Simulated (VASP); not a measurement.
Write the native input for VASP 6.6.1 that does the following.

* Task: single point
* Functional: PBE
* Potentials or basis: VASP PAW PBE potentials, release 64 (Rb_sv)
* Cutoff: 520 eV
* k mesh: 10 × 10 × 6
* Occupations: gaussian, width 0.05 eV
* Spin: no spin polarisation
* Dipole correction: no
* Further INCAR settings: ALGO = Normal; EDIFF = 1e-06; NBANDS = 16

The structure of Rb lies in POSCAR:

```
Rb
1.0
    2.5381762600     -4.4447189800      0.0000000000
    2.5381762600      4.4447189800      0.0000000000
    0.0000000000      0.0000000000      8.4480028000
Rb
2
Direct
    0.8397112600      0.1602887400      0.2500000000
    0.1602887400      0.8397112600      0.7500000000
```

These files were run (other wordings do the same):

INCAR

```
SYSTEM = Rb
PREC = Accurate
ENCUT = 520
EDIFF = 1E-6
ISMEAR = 0
SIGMA = 0.05
LREAL = .FALSE.
LASPH = .TRUE.
NELM = 80
ALGO = Normal
ISIF = 2
LWAVE = .FALSE.
LCHARG = .TRUE.
GGA = PE
LELF = .TRUE.
LVHAR = .TRUE.
NBANDS = 16
```

KPOINTS

```
regular mesh
0
G
  10 10 6
  0 0 0
```

Potentials or basis: VASP PAW PBE potentials, release 64 (Rb_sv).

Command:

```console
$ cat potpaw_PBE.64/Rb_sv/POTCAR > POTCAR
$ mpirun -np 1 vasp_std > vasp.out
```

It gave:

```yaml
Pressure: -0.1 GPa
Largest_force: 0.004 eV/Å
Band_gap_on_the_k_mesh: zero (bands 9 and 10 overlap by 2.08 eV)
```

Wall time 3.3 min on 1 thread of Intel(R) Xeon(R) Platinum 8488C (Sapphire Rapids) (shared host), peak memory 0.49 GiB.
